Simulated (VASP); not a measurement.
# BeSe5 (F-43m) in VASP: further runs, part 2 of 3

VASP 6.6.1.

### 3 Single point, PBE

This run uses another cell than the first one, of 21.13 Å³/atom, 0.816 times its volume.

INCAR reads:

```
SYSTEM = BeSe5
  PREC = Accurate
  ENCUT = 520
  EDIFF = 1E-6
  ISMEAR = 0
  SIGMA = 0.1
  LREAL = .FALSE.
  LASPH = .TRUE.
  NELM = 60
  ALGO = Normal
  ISIF = 2
  LWAVE = .FALSE.
  LCHARG = .TRUE.
  GGA = PE
  LELF = .TRUE.
  LVHAR = .TRUE.
  NBANDS = 25
```

KPOINTS reads:

```
Automatic mesh
0
G
  8 8 8
  0 0 0
```

POSCAR reads:

```
BeSe5
1.0
    0.0000000000      3.9870969468      3.9870969468
    3.9870969468      0.0000000000      3.9870969468
    3.9870969468      3.9870969468      0.0000000000
Be Se
1 5
Direct
    0.7500000000      0.7500000000      0.7500000000
    0.1239325495      0.1239325495      0.6282023516
    0.6282023516      0.1239325495      0.1239325495
    0.1239325495      0.1239325495      0.1239325495
    0.1239325495      0.6282023516      0.1239325495
    0.5000000000      0.5000000000      0.5000000000
```

Potentials or basis: VASP PAW PBE potentials, release 64 (Be, Se).

On the command line:

```
$ cat potpaw_PBE.64/Be/POTCAR potpaw_PBE.64/Se/POTCAR > POTCAR
$ mpirun -np 1 vasp_std > vasp.out
```

OUTCAR:

```text
SYSTEM = BeSe5
   PREC = Accurate
   ENCUT = 520
   EDIFF = 1E-6
   ISMEAR = 0
   LREAL = .FALSE.
   LASPH = .TRUE.
   NELM = 60
   ISIF = 2
   GGA = PE

 ion  position               nearest neighbor table
   1  0.750  0.750  0.750-
   2  0.124  0.124  0.628-
   3  0.628  0.124  0.124-
   4  0.124  0.124  0.124-
   5  0.124  0.628  0.124-
   6  0.500  0.500  0.500-

  LATTYP: Found a face centered cubic cell.
 ALAT       =     7.9741938936

  Lattice vectors:

 A1 = (   0.0000000000,   3.9870969468,   3.9870969468)
 A2 = (   3.9870969468,   0.0000000000,   3.9870969468)
 A3 = (   3.9870969468,   3.9870969468,   0.0000000000)

Analysis of symmetry for initial positions (statically):
=====================================================================
 Subroutine PRICEL returns:
 Original cell was already a primitive cell.

 Routine SETGRP: Setting up the symmetry group for a
 face centered cubic supercell.

 Subroutine GETGRP returns: Found 24 space group operations
 (whereof 24 operations were pure point group operations)
 out of a pool of 48 trial point group operations.

The static configuration has the point symmetry T_d .

Analysis of symmetry for dynamics (positions and initial velocities):
=====================================================================
 Subroutine PRICEL returns:
 Original cell was already a primitive cell.

 Routine SETGRP: Setting up the symmetry group for a
 face centered cubic supercell.

 Subroutine GETGRP returns: Found 24 space group operations
 (whereof 24 operations were pure point group operations)
 out of a pool of 48 trial point group operations.

The dynamic configuration has the point symmetry T_d .

 Subroutine INISYM returns: Found 24 space group operations
 (whereof 24 operations are pure point group operations),
 and found     1 'primitive' translations

----------------------------------------------------------------------------------------

                                     Primitive cell

  volume of cell :     126.7653

  direct lattice vectors                    reciprocal lattice vectors
     0.000000000  3.987096947  3.987096947    -0.125404525  0.125404525  0.125404525
     3.987096947  0.000000000  3.987096947     0.125404525 -0.125404525  0.125404525
     3.987096947  3.987096947  0.000000000     0.125404525  0.125404525 -0.125404525

  length of vectors
     5.638606577  5.638606577  5.638606577     0.217207009  0.217207009  0.217207009

  position of ions in fractional coordinates (direct lattice)
     0.750000000  0.750000000  0.750000000
     0.123932549  0.123932549  0.628202352
     0.628202352  0.123932549  0.123932549
     0.123932549  0.123932549  0.123932549
     0.123932549  0.628202352  0.123932549
     0.500000000  0.500000000  0.500000000

  ion indices of the primitive-cell ions
   primitive index   ion index
                 1           1
                 2           2
                 3           3
                 4           4
                 5           5
                 6           6

----------------------------------------------------------------------------------------

 KPOINTS: Automatic mesh

Automatic generation of k-mesh.
 Grid dimensions read from file:
 generate k-points for:    8    8    8

 Generating k-lattice:

  Cartesian coordinates                     Fractional coordinates (reciprocal lattice)
    -0.015675566  0.015675566  0.015675566     0.125000000  0.000000000  0.000000000
     0.015675566 -0.015675566  0.015675566     0.000000000  0.125000000  0.000000000
     0.015675566  0.015675566 -0.015675566     0.000000000  0.000000000  0.125000000

  Length of vectors
     0.027150876  0.027150876  0.027150876

  Shift w.r.t. Gamma in fractional coordinates (k-lattice)
     0.000000000  0.000000000  0.000000000

 Subroutine IBZKPT returns following result:
 ===========================================

 Found     29 irreducible k-points:

 Following reciprocal coordinates:
            Coordinates               Weight
  0.000000  0.000000  0.000000      1.000000
  0.125000  0.000000  0.000000      8.000000
  0.250000  0.000000  0.000000      8.000000
  0.375000  0.000000  0.000000      8.000000
  0.500000  0.000000  0.000000      4.000000
  0.125000  0.125000  0.000000      6.000000
[... 16 lines left out ...]
  0.500000  0.250000  0.125000     48.000000
 -0.375000  0.250000  0.125000     24.000000
 [... further k-points ...]
   k-points           NKPTS =     29   k-points in BZ     NKDIM =     29   number of bands    NBANDS=     25
   number of dos      NEDOS =    301   number of ions     NIONS =      6
   total plane-waves  NPLWV =  74088
   dimension x,y,z NGX =    42 NGY =   42 NGZ =   42
   dimension x,y,z NGXF=    84 NGYF=   84 NGZF=   84
   ions per type =               1   5
   NGX,Y,Z   is equivalent  to a cutoff of  12.38, 12.38, 12.38 a.u.
   NGXF,Y,Z  is equivalent  to a cutoff of  24.77, 24.77, 24.77 a.u.
 SYSTEM =  BeSe5
   PREC   = accura    normal or accurate (medium, high low for compatibility)
   ISTART =      0    job   : 0-new  1-cont  2-samecut
   ICHARG =      2    charge: 1-file 2-atom 10-const
   ISPIN  =      1    spin polarized calculation?
   LNONCOLLINEAR =      F non collinear calculations
   LSORBIT =      F    spin-orbit coupling
   LASPH  =      T    aspherical Exc in radial PAW
   ENCUT  =  520.0 eV  38.22 Ry    6.18 a.u.  10.48 10.48 10.48*2*pi/ulx,y,z
   NELM   =     60;   NELMIN=  2; NELMDL= -5     # of ELM steps
   EDIFF  = 0.1E-05   stopping-criterion for ELM
   LREAL  =      F    real-space projection
   EDIFFG = 0.1E-04   stopping-criterion for IOM
   NSW    =      0    number of steps for IOM
   IBRION =     -1    ionic relax: 0-MD 1-quasi-New 2-CG
   NFREE  =      0    steps in history (QN), initial steepest desc. (CG)
   ISIF   =      2    stress and relaxation
   ISYM   =      2    0-nonsym 1-usesym 2-fastsym
   POTIM  = 0.5000    time-step for ionic-motion
   TEBEG  =    0.0;   TEEND  =   0.0 temperature during run
   PSTRESS=    0.0 pullay stress
   NELECT =      32.0000    total number of electrons
   NUPDOWN=      -1.0000    fix difference up-down
   EMIN   =  10.00;   EMAX   =-10.00  energy-range for DOS
   EFERMI =   0.00;   METHOD = LEGACY
   ISMEAR =     0;   SIGMA  =   0.10  broadening in eV -4-tet -1-fermi 0-gaus
   EFERMI_NEDOS =   21; number of points for ismear=-14 and -15
   IALGO  =     38    algorithm
   IMIX   =      4    mixing-type and parameters
     AMIX     =   0.40;   BMIX     =  1.00
     AMIX_MAG =   1.60;   BMIX_MAG =  1.00
  volume/ion in A,a.u.               =      21.13       142.58
  Fermi-wavevector in a.u.,A,eV,Ry     =   1.034645  1.955196 14.564904  1.070490
  Thomas-Fermi vector in A             =   2.168950
   LORBIT       =      0    0 simple, 1 ext, 2 COOP (PROOUT), +10 PAW based schemes
   GGA     = PE    functional components
   LHFCALC =     F    Hartree Fock is set to
   AEXX    =    0.0000 exact exchange contribution
   IVDW    =     0    specifies the selected vdW correction
   LEPSILON=     F    determine dielectric tensor
   LRPA    =     F    only Hartree local field effects (RPA)
 non-spin polarized calculation
 Gauss-broadening in eV      SIGMA  =   0.10
  energy-cutoff  :      520.00
  volume of cell :      126.77
 maximum number of plane-waves:      3479
 NGX is ok and might be reduce to    42
   NGX = 21   NGY = 21   NGZ = 21

 number of electron      31.9999999 magnetization

 Free energy of the ion-electron system (eV)
  ---------------------------------------------------
  ext. energy  EPLUGINS =         0.00000000
  ---------------------------------------------------
  free energy    TOTEN  =       -15.37771672 eV

  energy without entropy =      -15.33403752  energy(sigma->0) =      -15.35587712

 E-fermi :   4.6392     XC(G=0):  -9.9163

 val. band max:        4.6340346841   @ k =  -0.3750   0.2500   0.0000
 cond. band min:       4.6466166004   @ k =   0.3750   0.2500   0.1250
 fundamental gap:      0.0125819163
 Fermi energy:         4.6392352598

 k-point     1 :       0.0000    0.0000    0.0000
  band No.  band energies     occupation
      1     -11.6757      2.00000
      2      -7.6594      2.00000
      3      -7.6594      2.00000
      4      -7.6594      2.00000
      5      -7.2130      2.00000
      6      -3.5056      2.00000
[... 17 lines left out ...]
     24       9.0269      0.00000
     25      11.4339      0.00000
[... 621 lines left out ...]
      3      -8.1466      2.00000
      4      -7.8181      2.00000
      5      -7.1470      2.00000
      6      -1.7252      2.00000
[... 17 lines left out ...]
     24       8.1774      0.00000
     25      11.6632      0.00000

 [... further k-points ...]
[... 5 lines left out ...]
  --------------------------------------------------------------------------------------
  -------------------------------------------------------------------------------------
  Total       -0.0122075     -0.0122075     -0.0122075      0.0000000      0.0000000     -0.0000000
  in kB       -0.1542894     -0.1542894     -0.1542894      0.0000000      0.0000000     -0.0000000
  external PRESSURE =      -0.1542894 kB  Pullay stress =       0.0000000 kB

 VOLUME and BASIS-vectors are now :
 -----------------------------------------------------------------------------
  energy-cutoff  :      520.00
  volume of cell :      126.77
      direct lattice vectors                 reciprocal lattice vectors
     0.000000000  3.987096947  3.987096947    -0.125404525  0.125404525  0.125404525
     3.987096947  0.000000000  3.987096947     0.125404525 -0.125404525  0.125404525
     3.987096947  3.987096947  0.000000000     0.125404525  0.125404525 -0.125404525

 POSITION                                       TOTAL-FORCE (eV/Angst)
 -----------------------------------------------------------------------------------
      5.98065      5.98065      5.98065        -0.000000     -0.000000     -0.000000
      2.99883      2.99883      0.98826        -0.000525     -0.000525      0.000525
      0.98826      2.99883      2.99883         0.000525     -0.000525     -0.000525
      0.98826      0.98826      0.98826         0.000525      0.000525      0.000525
      2.99883      0.98826      2.99883        -0.000525      0.000525     -0.000525
      3.98710      3.98710      3.98710        -0.000000     -0.000000     -0.000000
 -----------------------------------------------------------------------------------
    total drift:                               -0.000000     -0.000000     -0.000000

  FREE ENERGIE OF THE ION-ELECTRON SYSTEM (eV)
  ---------------------------------------------------
  free  energy   TOTEN  =       -15.3777167188 eV

  energy  without entropy=      -15.3340375153  energy(sigma->0) =      -15.35587712
```

Run time: 49 s. Hardware: 1 thread of Intel Xeon 6975P-C (Granite Rapids), shared host; peak memory 0.28 GiB.

Results:

* Free energy: -15.3777 eV
* Pressure: 0.0 GPa
* Band gap on the k mesh: zero (band 16 reaches 6.10 eV, above the bottom of band 17 at 4.45 eV)

[end of part 2 of 3]
